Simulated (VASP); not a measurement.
# Mg2Si (Fm-3m) in VASP: further runs

Runs on Mg2Si. Level: PBE. Tasks: single point.

Program: VASP 6.6.1. These are calculated values, not measurements. Logs are shortened: lines on timing, memory, paths and dates and some standing lists are left out, and cuts for length are marked.

### Step 1. The cell of the first run

Symmetry: Fm-3m, No. 225, cubic system. Conventional cell: a = 6.340 Å, b = 6.340 Å, c = 6.340 Å, α = 90.00°, β = 90.00°, γ = 90.00°. Mg (site symmetry -43m) has 4 Si at 2.75 Å and 6 Mg at 3.17 Å within 3.6 Å. Si (site symmetry m-3m) has 8 Mg at 2.75 Å within 3.6 Å.

### Step 2. Single point, PBE

The input, INCAR:

```
SYSTEM = Mg2Si
PREC = Accurate ; ENCUT = 600
EDIFF = 1E-6 ; ISMEAR = -1
SIGMA = 0.13605693122994 ; LREAL = .False.
LASPH = .True. ; NELM = 120
ALGO = Normal ; ISIF = 2
LWAVE = .False. ; LCHARG = .True.
GGA = PE ; LELF = .True.
LVHAR = .True. ; NBANDS = 11
GGA_COMPAT = .False.
```

The input, KPOINTS:

```
Automatic mesh
0
Gamma
  6 6 6
  0 0 0
```

The input, POSCAR:

```
Mg2Si
1.0
    0.0000000000      3.1698179195      3.1698179195
    3.1698179195      0.0000000000      3.1698179195
    3.1698179195      3.1698179195      0.0000000000
Mg Si
2 1
Direct
    0.2500000000      0.2500000000      0.2500000000
    0.7500000000      0.7500000000      0.7500000000
    0.0000000000      0.0000000000      0.0000000000
```

Potentials or basis: VASP PAW PBE potentials, release 64 (Mg, Si).

Started as:

```console
$ cat potpaw_PBE.64/Mg/POTCAR potpaw_PBE.64/Si/POTCAR > POTCAR
$ mpirun -np 1 vasp_std > vasp.out
```

OUTCAR:

```text
SYSTEM = Mg2Si
   PREC = Accurate
   ENCUT = 600
   EDIFF = 1E-6
   ISMEAR = -1
   LREAL = .False.
   LASPH = .True.
   NELM = 120
   ISIF = 2
   GGA = PE

 ion  position               nearest neighbor table
   1  0.250  0.250  0.250-   3 2.75   3 2.75   3 2.75   3 2.75   2 3.17   2 3.17   2 3.17   2 3.17
                             2 3.17   2 3.17
   2  0.750  0.750  0.750-   3 2.75   3 2.75   3 2.75   3 2.75   1 3.17   1 3.17   1 3.17   1 3.17
                             1 3.17   1 3.17
   3  0.000  0.000  0.000-   2 2.75   2 2.75   2 2.75   1 2.75   2 2.75   1 2.75   1 2.75   1 2.75

  LATTYP: Found a face centered cubic cell.
 ALAT       =     6.3396358390

  Lattice vectors:

 A1 = (   0.0000000000,   3.1698179195,   3.1698179195)
 A2 = (   3.1698179195,   0.0000000000,   3.1698179195)
 A3 = (   3.1698179195,   3.1698179195,   0.0000000000)

Analysis of symmetry for initial positions (statically):
=====================================================================
 Subroutine PRICEL returns:
 Original cell was already a primitive cell.

 Routine SETGRP: Setting up the symmetry group for a
 face centered cubic supercell.

 Subroutine GETGRP returns: Found 48 space group operations
 (whereof 48 operations were pure point group operations)
 out of a pool of 48 trial point group operations.

The static configuration has the point symmetry O_h .

Analysis of symmetry for dynamics (positions and initial velocities):
=====================================================================
 Subroutine PRICEL returns:
 Original cell was already a primitive cell.

 Routine SETGRP: Setting up the symmetry group for a
 face centered cubic supercell.

 Subroutine GETGRP returns: Found 48 space group operations
 (whereof 48 operations were pure point group operations)
 out of a pool of 48 trial point group operations.

The dynamic configuration has the point symmetry O_h .

 Subroutine INISYM returns: Found 48 space group operations
 (whereof 48 operations are pure point group operations),
 and found     1 'primitive' translations

----------------------------------------------------------------------------------------

                                     Primitive cell

  volume of cell :      63.6990

  direct lattice vectors                    reciprocal lattice vectors
     0.000000000  3.169817919  3.169817919    -0.157737767  0.157737767  0.157737767
     3.169817919  0.000000000  3.169817919     0.157737767 -0.157737767  0.157737767
     3.169817919  3.169817919  0.000000000     0.157737767  0.157737767 -0.157737767

  length of vectors
     4.482799492  4.482799492  4.482799492     0.273209826  0.273209826  0.273209826

  position of ions in fractional coordinates (direct lattice)
     0.250000000  0.250000000  0.250000000
     0.750000000  0.750000000  0.750000000
     0.000000000  0.000000000  0.000000000

  ion indices of the primitive-cell ions
   primitive index   ion index
                 1           1
                 2           2
                 3           3

----------------------------------------------------------------------------------------

 KPOINTS: Automatic mesh

Automatic generation of k-mesh.
 Grid dimensions read from file:
 generate k-points for:    6    6    6

 Generating k-lattice:

  Cartesian coordinates                     Fractional coordinates (reciprocal lattice)
    -0.026289628  0.026289628  0.026289628     0.166666667  0.000000000  0.000000000
     0.026289628 -0.026289628  0.026289628     0.000000000  0.166666667  0.000000000
     0.026289628  0.026289628 -0.026289628     0.000000000  0.000000000  0.166666667

  Length of vectors
     0.045534971  0.045534971  0.045534971

  Shift w.r.t. Gamma in fractional coordinates (k-lattice)
     0.000000000  0.000000000  0.000000000

 Subroutine IBZKPT returns following result:
 ===========================================

 Found     16 irreducible k-points:

 Following reciprocal coordinates:
            Coordinates               Weight
  0.000000  0.000000  0.000000      1.000000
  0.166667  0.000000  0.000000      8.000000
  0.333333  0.000000  0.000000      8.000000
  0.500000  0.000000  0.000000      4.000000
  0.166667  0.166667  0.000000      6.000000
  0.333333  0.166667  0.000000     24.000000
[... 8 lines left out ...]
 -0.333333  0.333333  0.166667     24.000000
 -0.333333  0.500000  0.166667     12.000000
   k-points           NKPTS =     16   k-points in BZ     NKDIM =     16   number of bands    NBANDS=     11
   number of dos      NEDOS =    301   number of ions     NIONS =      3
   total plane-waves  NPLWV =  46656
   dimension x,y,z NGX =    36 NGY =   36 NGZ =   36
   dimension x,y,z NGXF=    72 NGYF=   72 NGZF=   72
   ions per type =               2   1
   NGX,Y,Z   is equivalent  to a cutoff of  13.35, 13.35, 13.35 a.u.
   NGXF,Y,Z  is equivalent  to a cutoff of  26.70, 26.70, 26.70 a.u.
 SYSTEM =  Mg2Si
   PREC   = accura    normal or accurate (medium, high low for compatibility)
   ISTART =      0    job   : 0-new  1-cont  2-samecut
   ICHARG =      2    charge: 1-file 2-atom 10-const
   ISPIN  =      1    spin polarized calculation?
   LNONCOLLINEAR =      F non collinear calculations
   LSORBIT =      F    spin-orbit coupling
   LASPH  =      T    aspherical Exc in radial PAW
   ENCUT  =  600.0 eV  44.10 Ry    6.64 a.u.   8.95  8.95  8.95*2*pi/ulx,y,z
   NELM   =    120;   NELMIN=  2; NELMDL= -5     # of ELM steps
   EDIFF  = 0.1E-05   stopping-criterion for ELM
   LREAL  =      F    real-space projection
   EDIFFG = 0.1E-04   stopping-criterion for IOM
   NSW    =      0    number of steps for IOM
   IBRION =     -1    ionic relax: 0-MD 1-quasi-New 2-CG
   NFREE  =      0    steps in history (QN), initial steepest desc. (CG)
   ISIF   =      2    stress and relaxation
   ISYM   =      2    0-nonsym 1-usesym 2-fastsym
   POTIM  = 0.5000    time-step for ionic-motion
   TEBEG  =    0.0;   TEEND  =   0.0 temperature during run
   PSTRESS=    0.0 pullay stress
   NELECT =       8.0000    total number of electrons
   NUPDOWN=      -1.0000    fix difference up-down
   EMIN   =  10.00;   EMAX   =-10.00  energy-range for DOS
   EFERMI =   0.00;   METHOD = LEGACY
   ISMEAR =    -1;   SIGMA  =   0.14  broadening in eV -4-tet -1-fermi 0-gaus
   EFERMI_NEDOS =   21; number of points for ismear=-14 and -15
   IALGO  =     38    algorithm
   IMIX   =      4    mixing-type and parameters
     AMIX     =   0.40;   BMIX     =  1.00
     AMIX_MAG =   1.60;   BMIX_MAG =  1.00
  volume/ion in A,a.u.               =      21.23       143.29
  Fermi-wavevector in a.u.,A,eV,Ry     =   0.819836  1.549266  9.144907  0.672132
  Thomas-Fermi vector in A             =   1.930712
   LORBIT       =      0    0 simple, 1 ext, 2 COOP (PROOUT), +10 PAW based schemes
   GGA     = PE    functional components
   LHFCALC =     F    Hartree Fock is set to
   AEXX    =    0.0000 exact exchange contribution
   IVDW    =     0    specifies the selected vdW correction
   LEPSILON=     F    determine dielectric tensor
   LRPA    =     F    only Hartree local field effects (RPA)
 non-spin polarized calculation
  energy-cutoff  :      600.00
  volume of cell :       63.70
 maximum number of plane-waves:      2158
   NGX = 17   NGY = 17   NGZ = 17

 number of electron       8.0000000 magnetization

 Free energy of the ion-electron system (eV)
  ---------------------------------------------------
  ext. energy  EPLUGINS =         0.00000000
  ---------------------------------------------------
  free energy    TOTEN  =        -8.90160131 eV

  energy without entropy =       -8.88252045  energy(sigma->0) =       -8.89206088

 E-fermi :   3.7679     XC(G=0):  -8.8086

 val. band max:        3.6259336271   @ k =   0.0000   0.0000   0.0000
 cond. band min:       3.8283552943   @ k =   0.5000   0.5000   0.0000
 fundamental gap:      0.2024216672
 Fermi energy:         3.7678954477

 k-point     1 :       0.0000    0.0000    0.0000
  band No.  band energies     occupation
      1      -5.5075      2.00000
      2       3.6259      1.47901
      3       3.6259      1.47901
      4       3.6259      1.47901
      5       5.5339      0.00000
      6       6.2037      0.00000
      7       6.2037      0.00000
      8       6.2037      0.00000
      9       9.2782      0.00000
     10       9.2782      0.00000
     11      10.1607      0.00000

 k-point     2 :       0.1667    0.0000    0.0000
  band No.  band energies     occupation
      1      -5.2593      2.00000
      2       1.9218      2.00000
      3       3.3788      1.89168
      4       3.3788      1.89168
      5       5.5730      0.00000
      6       6.6078      0.00000
      7       6.6078      0.00000
      8       7.4697      0.00000
      9       8.5277      0.00000
     10       8.5277      0.00000
     11      10.2052      0.00000

 k-point     3 :       0.3333    0.0000    0.0000
  band No.  band energies     occupation
      1      -4.5974      2.00000
      2      -0.1307      2.00000
      3       3.0467      1.99007
      4       3.0467      1.99007
      5       5.0907      0.00012
      6       6.4507      0.00000
      7       6.4507      0.00000
      8       8.8563      0.00000
      9       9.4159      0.00000
     10       9.4159      0.00000
     11      10.2626      0.00000

 k-point     4 :       0.5000    0.0000    0.0000
  band No.  band energies     occupation
      1      -4.0740      2.00000
      2      -1.1441      2.00000
      3       2.9237      1.99597
      4       2.9237      1.99597
      5       4.9092      0.00045
      6       6.1861      0.00000
      7       6.1861      0.00000
      8       8.6523      0.00000
      9      11.6372      0.00000
     10      11.6372      0.00000
     11      11.8681      0.00000

 k-point     5 :       0.1667    0.1667    0.0000
  band No.  band energies     occupation
      1      -5.1759      2.00000
      2       2.1648      1.99998
      3       2.8595      1.99748
      4       2.8595      1.99748
      5       5.4087      0.00001
      6       6.3924      0.00000
      7       7.4234      0.00000
      8       7.4234      0.00000
      9       7.9210      0.00000
     10       9.6829      0.00000
     11      11.6002      0.00000
[... 99 lines left out ...]
 k-point    13 :       0.5000    0.5000    0.0000
  band No.  band energies     occupation
      1      -3.5137      2.00000
      2      -0.8141      2.00000
      3       1.6770      2.00000
      4       1.6770      2.00000
      5       3.8284      0.78140
      6       4.0470      0.22784
      7      11.5869      0.00000
      8      11.5869      0.00000
      9      12.0469      0.00000
     10      12.0469      0.00000
     11      12.5166      0.00000

 k-point    14 :       0.5000    0.3333    0.1667
  band No.  band energies     occupation
      1      -4.0675      2.00000
      2      -0.0071      2.00000
      3       0.9796      2.00000
      4       2.0373      1.99999
      5       5.8666      0.00000
      6       6.0812      0.00000
      7       6.9155      0.00000
      8       9.3754      0.00000
      9       9.8440      0.00000
     10      11.4393      0.00000
     11      13.0264      0.00000

 k-point    15 :      -0.3333    0.3333    0.1667
  band No.  band energies     occupation
      1      -3.6529      2.00000
      2      -0.4754      2.00000
      3       0.5556      2.00000
      4       1.6622      2.00000
      5       5.9052      0.00000
      6       6.4102      0.00000
      7       8.0427      0.00000
      8       8.6030      0.00000
      9       9.5842      0.00000
     10      11.7544      0.00000
     11      12.6970      0.00000

 k-point    16 :      -0.3333    0.5000    0.1667
  band No.  band energies     occupation
      1      -3.4775      2.00000
      2      -0.4374      2.00000
      3       0.6291      2.00000
      4       1.0983      2.00000
      5       5.3699      0.00002
      6       5.7686      0.00000
      7       8.6850      0.00000
      8       8.8110      0.00000
      9      11.8425      0.00000
     10      12.0907      0.00000
     11      12.3834      0.00000

------------------------ aborting loop because EDIFF is reached ----------------------------------------

  FORCE on cell =-STRESS in cart. coord.  units (eV):
  Direction    XX          YY          ZZ          XY          YZ          ZX
  --------------------------------------------------------------------------------------
  -------------------------------------------------------------------------------------
  Total        0.1992444      0.1992444      0.1992444     -0.0000000     -0.0000000     -0.0000000
  in kB        5.0114531      5.0114531      5.0114531     -0.0000000     -0.0000000     -0.0000000
  external PRESSURE =       5.0114531 kB  Pullay stress =       0.0000000 kB

 VOLUME and BASIS-vectors are now :
 -----------------------------------------------------------------------------
  energy-cutoff  :      600.00
  volume of cell :       63.70
      direct lattice vectors                 reciprocal lattice vectors
     0.000000000  3.169817919  3.169817919    -0.157737767  0.157737767  0.157737767
     3.169817919  0.000000000  3.169817919     0.157737767 -0.157737767  0.157737767
     3.169817919  3.169817919  0.000000000     0.157737767  0.157737767 -0.157737767

 POSITION                                       TOTAL-FORCE (eV/Angst)
 -----------------------------------------------------------------------------------
      1.58491      1.58491      1.58491        -0.000000     -0.000000     -0.000000
      4.75473      4.75473      4.75473         0.000000      0.000000      0.000000
      0.00000      0.00000      0.00000         0.000000      0.000000      0.000000
 -----------------------------------------------------------------------------------
    total drift:                               -0.000000     -0.000000     -0.000000

  FREE ENERGIE OF THE ION-ELECTRON SYSTEM (eV)
  ---------------------------------------------------
  free  energy   TOTEN  =        -8.9016013067 eV

  energy  without entropy=       -8.8825204517  energy(sigma->0) =       -8.89206088
```

Wall time 10 s (1 thread of AMD EPYC 9R45 (Zen 5), shared host); peak memory 0.17 GiB.

Results:

```yaml
Free_energy: -8.9016 eV
Pressure: 0.5 GPa
Band_gap_on_the_k_mesh: 0.20 eV, indirect (least direct gap 1.91 eV)
```

### Step 3. Single point, PBE

The input, INCAR:

```
SYSTEM = Mg2Si
PREC = Accurate ; ENCUT = 600
EDIFF = 1E-6 ; ISMEAR = 0
SIGMA = 0.1 ; LREAL = .FALSE.
LASPH = .TRUE. ; NELM = 120
ALGO = Normal ; ISIF = 2
LWAVE = .FALSE. ; LCHARG = .FALSE.
GGA = PE ; NBANDS = 11
GGA_COMPAT = .FALSE.
```

The input, KPOINTS:

```
regular mesh
0
G
  6 6 6
  0 0 0
```

The input, POSCAR:

```
Mg2Si
1.0
    0.0000000000      3.1698179195      3.1698179195
    3.1698179195      0.0000000000      3.1698179195
    3.1698179195      3.1698179195      0.0000000000
Mg Si
2 1
Direct
    0.7260000000      1.2440000000      0.7060000000
    1.2260000000      1.7440000000      1.2060000000
    0.4760000000      0.9940000000      0.4560000000
```

Potentials or basis: VASP PAW PBE potentials, release 64 (Mg, Si).

Started as:

```console
$ cat potpaw_PBE.64/Mg/POTCAR potpaw_PBE.64/Si/POTCAR > POTCAR
$ mpirun -np 1 vasp_std > vasp.out
```

Wall time 8.3 s (1 thread of AMD EPYC 9R45 (Zen 5), shared host); peak memory 0.17 GiB.

Results (log left out):

- Free energy: -8.8952 eV
- Pressure: 0.5 GPa
- Band gap on the k mesh: 0.20 eV, indirect (least direct gap 1.91 eV)

Levels at points of the mesh, in eV from the valence-band top:
```csv
k point,band 1,band 2,band 3,band 4,band 5,band 6,band 7,band 8,band 9
"(0.00, 0.00, 0.00)",-9.14,0.00,0.00,0.00,1.91,2.57,2.57,2.57,5.65
"(0.50, 0.00, 0.00)",-7.70,-4.78,-0.70,-0.70,1.28,2.55,2.55,5.02,8.01
"(0.50, 0.50, 0.00)",-7.14,-4.45,-1.95,-1.95,0.20,0.41,7.96,7.96,8.42
```

A k mesh can miss the band edges.
